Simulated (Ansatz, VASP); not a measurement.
One calculation of BP, two programs

INCAR

```
ALGO     = Normal         # electronic algorithm
EDIFF    = 1E-6           # SCF threshold, eV
ENCUT    = 520            # plane-wave cutoff, eV
GGA      = CA             # functional
ISIF     = 2              # what is computed and relaxed
ISMEAR   = 0              # smearing method
LASPH    = True           # aspherical terms in the spheres
LCHARG   = False          # write CHGCAR
LREAL    = False          # projectors in reciprocal space
LWAVE    = False          # write WAVECAR
NBANDS   = 11             # bands
NELM     = 60             # most SCF steps
PREC     = Accurate       # precision mode
SIGMA    = 0.1            # smearing width, eV
```

The input KPOINTS:

```
k-points
0
Gamma
  8 8 8
```

File POSCAR:

```
BP
1.0
    0.0000000000      2.2660723800      2.2660723800
    2.2660723800      0.0000000000      2.2660723800
    2.2660723800      2.2660723800      0.0000000000
B P
1 1
Direct
    0.0000000000      0.0000000000      0.0000000000
    0.7500000000      0.7500000000      0.7500000000
```

Input for Ansatz:

```yaml
crystal:
  lattice:
    - [0.0, 2.26607238, 2.26607238]
    - [2.26607238, 0.0, 2.26607238]
    - [2.26607238, 2.26607238, 0.0]
  atoms:
    - { symbol: B, position: [0.0, 0.0, 0.0] }
    - { symbol: P, position: [0.75, 0.75, 0.75] }
basis:
  ecutwfc: 420
kpoints:
  mp_grid: { grid: [8, 8, 8] }
hamiltonian:
  xc: lda
  pseudopotentials: { kind: paw, azcp: { folder: soft_1 } }
scf:
  occupations: { method: gaussian, width: 0.1 }
output:
  forces: true
  stress: true
  eigenvalues: true
```

Alike in both runs: task single point; functional LDA; k mesh 8 × 8 × 8; occupations gaussian, width 0.1 eV; no spin polarisation.

```csv
,VASP,Ansatz
version,VASP 6.6.1,Ansatz 0.2.0
potentials or method,"VASP PAW LDA potentials, release 64 (B, P), cutoff 520 eV","scalar-relativistic, plane waves, PAW"
valence electrons in the cell,8,8
```

Ansatz gave:

- gap on the k mesh at the Fermi level (eV): 1.21
- least direct gap on the mesh (eV): 3.38
- pressure (GPa): -4.6

Q: Which values does VASP return?

A: gap on the k mesh at the Fermi level (eV): 1.21; least direct gap on the mesh (eV): 3.38; pressure (GPa): -4.7.

Ansatz warns that its potentials were made for another functional, while VASP's fit it. LDA's correlation is that of Perdew and Zunger in VASP and of Perdew and Wang (1992) in Ansatz.
